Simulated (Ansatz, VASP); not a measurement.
Two plane-wave programs on BN

The input POSCAR:

```
BN
1.0
    2.5439500026     -0.0508790000      0.0000000000
   -1.3160375079      2.2285648283      0.0000000000
    0.0000000000      0.0000000000      4.2078153385
B N
2 2
Direct
    0.3326246619      0.6668611786      0.0002589647
    0.6673753381      0.3331388214      0.5002589647
    0.3364642902      0.6670236426      0.3747410353
    0.6635357098      0.3329763574      0.8747410353
```

Contents of INCAR.step1:

```
SYSTEM = BN
ALGO = Normal
EDIFF = 1E-4
ENCUT = 520
GGA = PE
ISMEAR = 0
LASPH = .TRUE.
LCHARG = .FALSE.
LREAL = .FALSE.
LWAVE = .TRUE.
NBANDS = 16
NELM = 100
PREC = Accurate
SIGMA = 0.01
```

INCAR.step2

```
SYSTEM = BN
ALGO = Normal
EDIFF = 1E-7
ENCUT = 520
ISIF = 2
ISMEAR = 0
ISTART = 1
LASPH = .TRUE.
LCHARG = .FALSE.
LMIXTAU = .TRUE.
LREAL = .FALSE.
LWAVE = .FALSE.
METAGGA = R2SCAN
NBANDS = 16
NELM = 100
PREC = Accurate
SIGMA = 0.01
```

The input KPOINTS:

```
k-points
0
G
  12 12 6
  0 0 0
```

Input for Ansatz:

```yaml
crystal:
  lattice:
    - [2.5439500026, -0.050879, 0.0]
    - [-1.3160375079, 2.2285648283, 0.0]
    - [0.0, 0.0, 4.2078153385]
  atoms:
    - { symbol: B, position: [0.3326246619, 0.6668611786, 0.0002589647] }
    - { symbol: B, position: [0.6673753381, 0.3331388214, 0.5002589647] }
    - { symbol: "N", position: [0.3364642902, 0.6670236426, 0.3747410353] }
    - { symbol: "N", position: [0.6635357098, 0.3329763574, 0.8747410353] }
kpoints:
  mp_grid: { grid: [12, 12, 6] }
  band_path:
    path:
      - [0.0, 0.0, 0.0]
      - [0.5, 0.0, 0.0]
      - [0.3333333333, 0.3333333333, 0.0]
      - [0.0, 0.0, 0.5]
      - [0.5, 0.0, 0.5]
      - [0.3333333333, 0.3333333333, 0.5]
      - [0.1, 0.0, 0.0]
      - [0.333333, 0.328125, 0.0]
    npoints: 1
hamiltonian:
  xc: r2scan
scf:
  occupations: { method: fixed }
  n_extra_bands: 5
output:
  forces: true
  stress: true
  eigenvalues: true
```

Change from the starting cell: shear_xy strain -4.0%.

Alike in both runs: task single point; functional r2SCAN; k mesh 12 × 12 × 6; no spin polarisation.

|  | VASP | Ansatz |
| --- | --- | --- |
| version | VASP 6.6.1 | Ansatz 0.2.0 |
| potentials or method | VASP PAW PBE potentials, release 64 (B, N) | plane waves, PAW |
| plane-wave cutoff (eV) | 520 | 500 |
| occupations | gaussian, width 0.01 eV | fixed |
| valence electrons in the cell | 16 | 16 |

```tsv
	VASP	Ansatz	Ansatz less VASP
gap on the k mesh at the Fermi level (eV)	5.56	5.59	+0.034
pressure (GPa)	1.6	0.4	-1.12
traceless stress, the component that is largest in VASP (GPa)	16.87	16.82	-0.054
rms of the force components (eV/Å)	0.004	0.000	-0.0041
```

VASP's potentials were made for PBE, not for r2SCAN. Atom by atom the forces differ by 0.004 eV/Å (rms over components).
